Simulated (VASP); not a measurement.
# CaZnBr4 (Cmmm) in VASP: vibrations by perturbation theory with PBE

Aim: the vibrations by perturbation theory of CaZnBr4 with PBE.

Everything below comes from runs of VASP 6.6.1. Logs are shortened: lines on timing, memory, paths and dates and some standing lists are left out, and cuts for length are marked.

## Step 1: The cell of the first run

The structure is orthorhombic, space group Cmmm (No. 65). Conventional cell: a = 9.433 Å, b = 9.451 Å, c = 4.054 Å, α = 90.00°, β = 90.00°, γ = 90.00°. Ca (site symmetry mmm) has 6 Br at 2.85 to 2.99 Å within 3.8 Å. Within 3.5 Å of Zn (site symmetry mmm) lie 6 Br at 2.66 to 2.72 Å. Br (site symmetry 2mm) has 2 Zn at 2.66 Å and 1 Ca at 2.99 Å and 1 Br at 3.44 Å within 3.5 Å. Within 3.6 Å of Br (site symmetry m2m) lie 1 Zn at 2.72 Å and 2 Ca at 2.85 Å.

## Step 2: Vibrations by perturbation theory, PBE

INCAR reads:

```
SYSTEM = CaZnBr4
ALGO = Normal ; EDIFF = 1E-8
ENCUT = 500 ; GGA = PE
GGA_COMPAT = .FALSE. ; IBRION = 8
ISIF = 2 ; ISMEAR = 0
KPAR = 4 ; LASPH = .TRUE.
LCHARG = .FALSE. ; LEPSILON = .TRUE.
LREAL = .FALSE. ; LWAVE = .FALSE.
NELM = 120 ; NSW = 1
PREC = Accurate ; SIGMA = 0.01
```

KPOINTS reads:

```
k-points
0
G
  4 4 8
  0 0 0
```

POSCAR reads:

```
CaZnBr4
1.0
    4.7252901627     -4.7165013877      0.0000000000
    4.7252901627      4.7165013877      0.0000000000
    0.0000000000      0.0000000000      4.0544706524
Ca Zn Br
1 1 4
Direct
    0.5000000000      0.5000000000      0.5000000000
    0.0000000000      0.0000000000      0.0000000000
    0.8174080167      0.1825919833      0.5000000000
    0.2881632473      0.2881632473      0.0000000000
    0.7118367527      0.7118367527      0.0000000000
    0.1825919833      0.8174080167      0.5000000000
```

Potentials or basis: VASP PAW PBE potentials, release 64 (Ca_sv, Zn, Br).

Started as:

```bash
$ cat potpaw_PBE.64/Ca_sv/POTCAR potpaw_PBE.64/Zn/POTCAR potpaw_PBE.64/Br/POTCAR > POTCAR
$ mpirun -np 4 vasp_std > vasp.out
```

OUTCAR:

```text
SYSTEM = CaZnBr4
   EDIFF = 1E-8
   ENCUT = 500
   GGA = PE
   IBRION = 8
   ISIF = 2
   ISMEAR = 0
   LASPH = .TRUE.
   LEPSILON = .TRUE.
   LREAL = .FALSE.
   NELM = 120
   NSW = 1
   PREC = Accurate

 ion  position               nearest neighbor table
   1  0.500  0.500  0.500-   4 2.85   5 2.85   4 2.85   5 2.85
   2  0.000  0.000  0.000-   3 2.66   6 2.66   3 2.66   6 2.66   5 2.72   4 2.72
   3  0.817  0.183  0.500-   2 2.66   2 2.66
   4  0.288  0.288  0.000-   2 2.72   1 2.85   1 2.85
   5  0.712  0.712  0.000-   2 2.72   1 2.85   1 2.85
   6  0.183  0.817  0.500-   2 2.66   2 2.66

  LATTYP: Found a base centered orthorhombic cell.
 ALAT       =     9.4330027754
 B/A-ratio  =     1.0018634098
 C/A-ratio  =     0.4298176041

  Lattice vectors:

 A1 = (  -4.7252901627,  -4.7165013877,   0.0000000000)
 A2 = (   4.7252901627,  -4.7165013877,   0.0000000000)
 A3 = (   0.0000000000,   0.0000000000,   4.0544706524)

Analysis of symmetry for initial positions (statically):
[... 1133 lines left out ...]
  1Y    -0.000000   -2.408343    0.000000   -0.000000    1.649189    0.000000   -0.000000    0.498701    0.000000    0.000000   -0.119124    0.000000    0.000000   -0.119124    0.000000   -0.000000    0.498701    0.000000
  1Z     0.000000    0.000000   -4.414574    0.000000    0.000000   -0.193966    0.000000    0.000000    0.111320    0.000000    0.000000    2.192950    0.000000    0.000000    2.192950    0.000000    0.000000    0.111320
  2X     1.796286    0.000000    0.000000   -1.445200    0.000000    0.000000    0.080297    0.000000    0.000000   -0.255840    0.000000    0.000000   -0.255840    0.000000    0.000000    0.080297    0.000000    0.000000
  2Y     0.000000    1.677318    0.000000    0.000000   -4.056508    0.000000    0.000000    1.299606    0.000000    0.000000   -0.110011    0.000000    0.000000   -0.110011    0.000000    0.000000    1.299606    0.000000
  2Z     0.000000    0.000000   -0.187322    0.000000    0.000000   -1.464760    0.000000    0.000000    0.866045    0.000000    0.000000   -0.040004    0.000000    0.000000   -0.040004    0.000000    0.000000    0.866045
  3X    -0.246902    0.000000    0.000000    0.057610    0.000000    0.000000   -1.107592   -0.000000    0.000000    0.703845   -0.403829    0.000000    0.703845    0.403829    0.000000   -0.110806   -0.000000    0.000000
  3Y    -0.000000    0.499566    0.000000   -0.000000    1.279364    0.000000    0.000000   -4.814712    0.000000   -0.898124    0.410060    0.000000    0.898124    0.410060    0.000000   -0.000000    2.215663    0.000000
  3Z     0.000000    0.000000    0.113482    0.000000    0.000000    0.860932    0.000000    0.000000   -1.255995    0.000000    0.000000    0.414786    0.000000    0.000000    0.414786    0.000000    0.000000   -0.547992
  4X     2.469450    0.000000    0.000000   -0.271637   -0.000000    0.000000    0.702882   -0.898141    0.000000   -4.504929    0.000000    0.000000    0.901352   -0.000000    0.000000    0.702882    0.898141    0.000000
  4Y    -0.000000   -0.129906    0.000000    0.000000   -0.130992    0.000000   -0.404118    0.406525    0.000000    0.000000   -0.566443    0.000000    0.000000    0.014292    0.000000    0.404118    0.406525    0.000000
  4Z     0.000000    0.000000    2.185880    0.000000    0.000000   -0.044892    0.000000    0.000000    0.414057    0.000000    0.000000   -3.100191    0.000000    0.000000    0.131089    0.000000    0.000000    0.414057
  5X     2.469450    0.000000    0.000000   -0.271637   -0.000000    0.000000    0.702882    0.898141    0.000000    0.901352   -0.000000    0.000000   -4.504929    0.000000    0.000000    0.702882   -0.898141    0.000000
  5Y    -0.000000   -0.129906    0.000000    0.000000   -0.130992    0.000000    0.404118    0.406525    0.000000    0.000000    0.014292    0.000000    0.000000   -0.566443    0.000000   -0.404118    0.406525    0.000000
  5Z     0.000000    0.000000    2.185880    0.000000    0.000000   -0.044892    0.000000    0.000000    0.414057    0.000000    0.000000    0.131089    0.000000    0.000000   -3.100191    0.000000    0.000000    0.414057
  6X    -0.246902    0.000000    0.000000    0.057610    0.000000    0.000000   -0.110806   -0.000000    0.000000    0.703845    0.403829    0.000000    0.703845   -0.403829    0.000000   -1.107592   -0.000000    0.000000
  6Y    -0.000000    0.499566    0.000000   -0.000000    1.279364    0.000000   -0.000000    2.215663    0.000000    0.898124    0.410060    0.000000   -0.898124    0.410060    0.000000    0.000000   -4.814712    0.000000
  6Z     0.000000    0.000000    0.113482    0.000000    0.000000    0.860932    0.000000    0.000000   -0.547992    0.000000    0.000000    0.414786    0.000000    0.000000    0.414786    0.000000    0.000000   -1.255995

 Eigenvectors and eigenvalues of the dynamical matrix
 ----------------------------------------------------

   1 f  =    6.821823 THz    42.862776 2PiTHz  227.551509 cm-1    28.212779 meV
             X         Y         Z           dx          dy          dz
      4.725290  0.000000  2.027235     0.893935   -0.000000    0.000000
      0.000000  0.000000  0.000000    -0.196585   -0.000000   -0.000000
      4.725290 -2.994111  2.027235     0.051549   -0.000000   -0.000000
      2.723310  0.000000  0.000000    -0.280107   -0.000000   -0.000000
      6.727270  0.000000  0.000000    -0.280107    0.000000    0.000000
      4.725290  2.994111  2.027235     0.051549    0.000000   -0.000000
[... 145 lines left out ...]
  18 f/i=    0.373210 THz     2.344950 2PiTHz   12.448957 cm-1     1.543473 meV
             X         Y         Z           dx          dy          dz
      4.725290  0.000000  2.027235    -0.000000   -0.000000    0.000000
      0.000000  0.000000  0.000000    -0.000000   -0.000000    0.000000
      4.725290 -2.994111  2.027235    -0.433203   -0.000000    0.000000
      2.723310  0.000000  0.000000    -0.000000    0.558870    0.000000
      6.727270  0.000000  0.000000    -0.000000   -0.558870    0.000000
      4.725290  2.994111  2.027235     0.433203   -0.000000    0.000000

--------------------------------------------------------------------------------------------------------

 MACROSCOPIC STATIC DIELECTRIC TENSOR IONIC CONTRIBUTION
 ------------------------------------------------------
          15.783265    -0.000000     0.000000
          -0.000000    12.254586     0.000000
           0.000000     0.000000     7.777900
 ------------------------------------------------------

 ELASTIC MODULI CONTR FROM IONIC RELAXATION (kBar)
 Direction    XX          YY          ZZ          XY          YZ          ZX
 --------------------------------------------------------------------------------
 XX         -81.6909    -53.9965    -39.8087      0.0000     -0.0000      0.0000
 YY         -53.9965    -55.0918    -27.5544     -0.0000     -0.0000      0.0000
 ZZ         -39.8087    -27.5544    -19.4786      0.0000     -0.0000      0.0000
 XY           0.0000     -0.0000      0.0000    -18.6891     -0.0000     -0.0000
 YZ          -0.0000     -0.0000     -0.0000     -0.0000     -8.0324     -0.0000
 ZX           0.0000      0.0000      0.0000     -0.0000     -0.0000    -68.9863
 --------------------------------------------------------------------------------

 PIEZOELECTRIC TENSOR IONIC CONTR  for field in x, y, z        (C/m^2)
          XX          YY          ZZ          XY          YZ          ZX
  --------------------------------------------------------------------------------
  x    -0.00000     0.00000    -0.00000    -0.00000    -0.00000    -0.00000
  y     0.00000     0.00000     0.00000     0.00000    -0.00000    -0.00000
  z     0.00000     0.00000     0.00000     0.00000     0.00000     0.00000
```

OSZICAR:

```text
N       E                     dE             d eps       ncg     rms          rms(c)
DAV:   1     0.435126035599E+03    0.43513E+03   -0.22096E+04  2100   0.152E+03
DAV:   2     0.273143639343E+02   -0.40781E+03   -0.39742E+03  2564   0.366E+02
DAV:   3    -0.158318986231E+02   -0.43146E+02   -0.42603E+02  2482   0.114E+02
[... 492 lines left out ...]
RMM:  18    -0.141715670428E+00   -0.46346E-08   -0.21025E-07  6196   0.143E-04    0.619E-07
RMM:  19    -0.141715672250E+00   -0.18224E-08   -0.15662E-07  5930   0.142E-04    0.359E-07
RMM:  20    -0.141715672713E+00   -0.46274E-09   -0.13724E-07  5704   0.141E-04    0.399E-07
RMM:  21    -0.141715672073E+00    0.63977E-09   -0.12045E-07  5588   0.140E-04    0.585E-07
RMM:  22    -0.141715672311E+00   -0.23777E-09   -0.25181E-08  5502   0.140E-04    0.675E-07
 Linear response finished
```

Wall time 29 min (4 MPI ranks of Intel Xeon Platinum 8559C (Emerald Rapids), shared host); peak memory 0.9 GiB.

What came out:

```yaml
Electronic_dielectric_tensor_diagonal: 3.93, 3.68, 4.03
Born_charges_mean_of_the_diagonal: Ca +2.54; Zn +2.67; Br -1.28, -1.32 (each value once) e
Highest_phonon_frequency_at_Γ_LO-TO_splitting_left_out: 228 cm⁻¹
```

Phonon frequencies in cm⁻¹ (negative: imaginary):
| q point | frequencies |
| --- | --- |
| (0.000, 0.000, 0.000) | -12 -2 -1 0 48 49 54 61 74 95 105 107 120 125 161 167 195 228 |

Electronic dielectric tensor:
```
3.93 0.00 0.00
0.00 3.68 0.00
0.00 0.00 4.03
```

Born effective charge tensors (e):
atom 1, Ca
```
2.47 0.00 0.00
0.00 2.74 0.00
0.00 0.00 2.42
```
atom 2, Zn
```
2.90 0.00 0.00
0.00 2.01 0.00
0.00 0.00 3.10
```
atom 3, Br
```
-0.52  0.00  0.00
 0.00 -1.80  0.00
 0.00  0.00 -1.53
```
atom 4, Br
```
-2.16  0.00  0.00
 0.00 -0.58  0.00
 0.00  0.00 -1.23
```
atom 5, Br
```
-2.16  0.00  0.00
 0.00 -0.58  0.00
 0.00  0.00 -1.23
```
atom 6, Br
```
-0.52  0.00  0.00
 0.00 -1.80  0.00
 0.00  0.00 -1.53
```

Caveat: some modes are imaginary.
